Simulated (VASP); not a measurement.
SnO2, 6 atoms in the cell. Symmetry: I4_1/amd, No. 141, tetragonal system. Conventional cell: a = 4.290 Å, b = 4.290 Å, c = 10.995 Å, α = 90.00°, β = 90.00°, γ = 90.00°. Within 2.9 Å of Sn (site symmetry -4m2) lie 6 O at 2.21 to 2.23 Å. Within 2.9 Å of O (site symmetry 2mm) lie 3 Sn at 2.21 to 2.23 Å and 2 O at 2.75 Å.  This cell differs from its parent crystal: strain +0.080 along x and y, +0.080 along z.

| Quantity | Value |
| --- | --- |
| Program | VASP 6.6.1 |
| Task | single point |
| Functional | LDA |
| Potentials or basis | VASP PAW LDA potentials, release 64 (Sn_d, O) |
| Cutoff | 520 eV |
| k mesh | 10 × 10 × 10 |
| Occupations | gaussian, width 0.05 eV |
| Spin | no spin polarisation |
| Dipole correction | no |
| Further INCAR settings | ALGO = Normal; EDIFF = 1e-06; NBANDS = 35 |

Potentials or basis: VASP PAW LDA potentials, release 64 (Sn_d, O).

Run with:

```sh
$ cat potpaw_LDA.64/Sn_d/POTCAR potpaw_LDA.64/O/POTCAR > POTCAR
$ mpirun -np 1 vasp_std > vasp.out
```

Hardware: 1 thread of Intel(R) Xeon(R) 6975P-C (Granite Rapids) (shared host).

Problem. How long does it take, and how much memory?

Solution. Wall time 3.6 min on 1 thread of Intel(R) Xeon(R) 6975P-C (Granite Rapids), with other jobs on the host, peak memory 0.44 GiB. Counts: scf iterations 14, k points 102.
